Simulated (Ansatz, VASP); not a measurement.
# One calculation of Si, two programs

```
Si
1.0
     0.00000    5.43383   -5.43383
     5.43383    5.43383    0.00000
     5.43383    0.00000   -5.43383
Si
15
Direct
  0.12706 0.11883 0.12706
  0.12706 0.62706 0.12706
  0.62494 0.12494 0.12519
  0.61883 0.62706 0.12706
  0.12519 0.12494 0.62494
  0.12706 0.62706 0.61883
  0.62494 0.12494 0.62494
  0.62494 0.62519 0.62494
  0.25013 0.24987 0.25013
  0.74987 0.75013 0.25013
  0.74987 0.24987 0.25013
  0.25013 0.75013 0.74987
  0.25013 0.24987 0.74987
  0.74987 0.75013 0.74987
  0.75000 0.25000 0.75000
```

Change from the starting cell: Si on a Si site beside a Si vacancy, charge +0, atoms relaxed.

Alike in both runs: functional PBEsol; k mesh 3 × 3 × 3; occupations gaussian, width 0.02 eV; no spin polarisation.

Ansatz relaxed the structure, and its values are those at the end. VASP's run is a single point on that final structure, the one shown.

|  | VASP | Ansatz |
| --- | --- | --- |
| version | VASP 6.6.1 | Ansatz 0.2.0 |
| potentials or method | VASP PAW PBE potentials, release 64 (Si), cutoff 520 eV | scalar-relativistic, plane waves, PAW |
| valence electrons in the cell | 60 | 60 |

|  | VASP | Ansatz | Ansatz less VASP |
| --- | --- | --- | --- |
| gap on the k mesh at the Fermi level (eV) | none | none | - |
| rms of the force components (eV/Å) | 0.004 | 0.003 | -0.0004 |

VASP's potentials were made for PBE, not for PBEsol. A gap of «none» marks a metal or a gap that the smearing closes.
